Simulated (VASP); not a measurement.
Input of a VASP 6.6.1 run:

The input INCAR:

```
ALGO = Normal ; EDIFF = 1E-7
ENCUT = 520 ; ISIF = 2
ISMEAR = 0 ; LASPH = True
LCHARG = True ; LELF = True
LREAL = False ; LVHAR = True
LWAVE = False ; NBANDS = 15
NELM = 60 ; PREC = Accurate
SIGMA = 0.05
```

Contents of KPOINTS:

```
k-points
0
Gamma
  8 8 8
```

The input POSCAR:

```
KF
1.0
    0.0560990022      2.6373414331      2.6373414331
    2.6373414331      0.0560990022      2.6373414331
    2.6373414331      2.6373414331      0.0560990022
K F
1 1
Direct
    0.0000000000      0.0000000000      0.0000000000
    0.5000000000      0.5000000000      0.5000000000
```

Potentials or basis: VASP PAW LDA potentials, release 64 (K_sv, F).

Launch:

```sh
$ cat potpaw_LDA.64/K_sv/POTCAR potpaw_LDA.64/F/POTCAR > POTCAR
$ mpirun -np 1 vasp_std > vasp.out
```

(1) Predict the band gap on the k mesh.

(2) Estimate the pressure.

Results:

(1) 6.15 eV, direct.

(2) -1.1 GPa.
